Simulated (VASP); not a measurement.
Ni: single point with LDA

Ni:

```
CELL_PARAMETERS angstrom
-1.41085 1.41085 1.41085
1.41085 -1.41085 1.41085
1.41085 1.41085 -1.41085
ATOMIC_POSITIONS crystal
Ni 0.00000 0.00000 0.00000
```

This isn't the form of Ni at room conditions, which is fcc.

```
Program             : VASP 6.6.1
Task                : single point
Functional          : LDA
Potentials or basis : VASP PAW LDA potentials, release 64 (Ni)
Cutoff              : 520 eV
k mesh              : 17 × 17 × 17
Occupations         : fermi-dirac, width 0.05 eV
Spin                : no spin polarisation
```

The pressure is -21.4 GPa and the band gap on the k mesh is zero (bands 5 and 6 overlap by 0.91 eV).

Levels at points of the mesh, in eV from the Fermi level:
```csv
k point,band 2,band 3,band 4,band 5,band 6,band 7,band 8,band 9
"(0.00, 0.00, 0.00)",-1.81,-1.81,-1.81,-0.49,-0.49,26.26,26.26,26.26
```

Run time: 32 s on 1 thread of Intel Xeon 8259CL, with other jobs on the host, peak memory 0.13 GiB.

Caveat: the cell stands under tension; the run has no spin polarisation, though such a crystal can be magnetic. Spin polarisation is off, so any magnetic state and its effect on volume and gap are missing.
